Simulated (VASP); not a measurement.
## Au: single point with LDA

Au:

```xyz
1
Lattice="0.0000 1.8142 1.8142 1.8142 0.0000 1.8142 1.8142 1.8142 0.0000" Properties=species:S:1:pos:R:3 pbc="T T T"
Au    0.0000    0.0000    0.0000
```

This cell differs from its parent crystal: volume scaled by 0.72.

* Program: VASP 6.6.1
* Task: single point
* Functional: LDA
* Potentials or basis: VASP PAW LDA potentials, release 64 (Au)
* Cutoff: 520 eV
* k mesh: 18 × 18 × 18
* Occupations: fermi-dirac, width 0.08 eV
* Spin: no spin polarisation
* Dipole correction: no
* Further INCAR settings: ALGO = Normal; EDIFF = 1e-06; NBANDS = 12

- Pressure: 160.7 GPa

Levels at points of the mesh, in eV from the Fermi level:
```csv
k point,band 2,band 3,band 4,band 5,band 6,band 7,band 8,band 9,band 10,band 11
"(0.00, 0.00, 0.00)",-7.60,-7.60,-7.60,-4.77,-4.77,12.78,18.89,18.89,18.89,25.26
"(0.50, 0.00, 0.00)",-7.71,-7.71,-3.16,-2.54,-2.54,5.22,12.37,18.94,18.94,30.78
"(0.50, 0.50, 0.00)",-11.25,-2.59,-1.92,-1.92,-0.39,9.08,10.45,10.45,21.17,25.40
```

It took 19 s on 1 thread of AMD EPYC 9R45 96-Core Processor (Zen 5), with other jobs on the host, peak memory 0.11 GiB.

Caveat: spin-orbit coupling is left out, which moves the levels of the heavy elements.
